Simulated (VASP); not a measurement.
**TiO2: single point with PBE**

The system is TiO2.

```
CELL_PARAMETERS angstrom
4.59984 -0.09200 0.00000
-0.09200 4.59984 0.00000
0.00000 0.00000 2.95921
ATOMIC_POSITIONS crystal
Ti 0.00000 0.00000 0.50000
Ti 0.50000 0.50000 0.00000
O 0.30432 0.30432 0.50000
O 0.19568 0.80432 0.00000
O 0.80432 0.19568 0.00000
O 0.69568 0.69568 0.50000
```

```
Program                : VASP 6.6.1
Task                   : single point
Functional             : PBE
Potentials or basis    : VASP PAW PBE potentials, release 64 (Ti_sv, O)
Cutoff                 : 520 eV
k mesh                 : 5 × 5 × 8
Occupations            : fermi-dirac, width 0.05 eV
Spin                   : no spin polarisation
Dipole correction      : no
Further INCAR settings : ALGO = Normal; EDIFF = 1e-06; NBANDS = 33
```

* Pressure: 5.4 GPa
* Largest force: 0.092 eV/Å
* Band gap on the k mesh: 1.84 eV, direct

Forces in eV/Å, atoms in the order of the input:
```
Ti   0.000  0.000  0.000
Ti   0.000  0.000  0.000
O    0.065  0.065  0.000
O    0.054 -0.054  0.000
O   -0.054  0.054  0.000
O   -0.065 -0.065  0.000
```

Stress tensor (GPa, compression positive):
```
5.60 9.22 0.00
9.22 5.60 0.00
0.00 0.00 4.93
```

Levels at points of the mesh, in eV from the valence-band top:
```csv
k point,band 22,band 23,band 24,band 25,band 26,band 27
"(0.00, 0.00, 0.00)",-0.51,-0.37,0.00,1.84,2.12,2.37
"(0.00, 0.00, 0.50)",-2.24,-1.60,-1.21,2.83,3.00,3.08
```

It took 120 s on 1 thread of Intel(R) Xeon(R) Platinum 8259CL CPU @ 2.50GHz (Skylake/Cascade Lake) (shared host), peak memory 0.21 GiB.

A k mesh can miss the band edges.
